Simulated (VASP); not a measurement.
Wanted: the native input for a VASP 6.6.1 run.

```yaml
Task: single point
Functional: PBEsol
Potentials_or_basis: VASP PAW PBE potentials, release 64 (Al)
Cutoff: 520 eV
k_mesh: 18 × 18 × 10
Occupations: gaussian, width 0.15 eV
Spin: no spin polarisation
Dipole_correction: no
Further_INCAR_settings: ALGO = Fast; EDIFF = 1e-07; NBANDS = 10
```

The structure of Al lies in POSCAR:

```
Al
1.0
    3.0093000000      0.0000000000      0.0000000000
   -1.5046500000      2.6061302476      0.0000000000
    0.0000000000      0.0000000000      4.4157000000
Al
2
Direct
    0.6666666667      0.3333333333      0.7500000000
    0.3333333333      0.6666666667      0.2500000000
```

One way to write it, as run:

INCAR

```
ALGO = Fast ; EDIFF = 1E-7
ENCUT = 520 ; GGA = PS
ISIF = 2 ; ISMEAR = 0
LASPH = True ; LCHARG = False
LREAL = False ; LWAVE = False
NBANDS = 10 ; NELM = 60
PREC = Accurate ; SIGMA = 0.15
```

KPOINTS

```
k-points
0
Gamma
  18 18 10
```

Potentials or basis: VASP PAW PBE potentials, release 64 (Al).

Command:

```bash
$ cat potpaw_PBE.64/Al/POTCAR > POTCAR
$ mpirun -np 1 vasp_std > vasp.out
```

It gave:

| Property | Result |
| --- | --- |
| Pressure | -3.1 GPa |
| Band gap on the k mesh | zero (band 3 reaches 13.02 eV, above the bottom of band 4 at 4.15 eV) |

Caveat: the PAW data sets were made with another functional, which shifts forces and pressure a little.

Wall time 37 s on 1 thread of Intel Xeon 6975P-C (shared host), peak memory 0.19 GiB.
